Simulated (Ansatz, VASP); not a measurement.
# KCl in VASP and in Ansatz

```
CELL_PARAMETERS angstrom
3.87759 0.00000 0.00000
0.00000 3.87759 0.00000
0.00000 0.00000 3.83920
ATOMIC_POSITIONS crystal
K 0.00000 0.00000 0.00000
Cl 0.50000 0.50000 0.50000
```

Change from the starting cell: strain +0.0100 x Voigt [1, 1, 0, 0, 0, 0], atoms carried along.

Alike in both runs: task single point; functional PBEsol; k mesh 6 × 6 × 6; occupations gaussian, width 0.05 eV; no spin polarisation.

```csv
,VASP,Ansatz
version,VASP 6.6.1,Ansatz 0.2.0
potentials or method,"VASP PAW PBE potentials, release 64 (K_sv, Cl), cutoff 520 eV","scalar-relativistic, plane waves, PAW"
valence electrons in the cell,16,16
```

Ansatz gave:

| Quantity | Value |
| --- | --- |
| gap on the k mesh at the Fermi level (eV) | 4.52 |
| least direct gap on the mesh (eV) | 4.71 |
| pressure (GPa) | -1.7 |
| traceless stress, the component that is largest in VASP (GPa) | 0.27 |

Problem. Which values does VASP return?

Solution. gap on the k mesh at the Fermi level (eV): 4.51; least direct gap on the mesh (eV): 4.71; pressure (GPa): -1.7; traceless stress, the component that is largest in VASP (GPa): 0.27.

VASP's potentials were made for PBE, not for PBEsol.
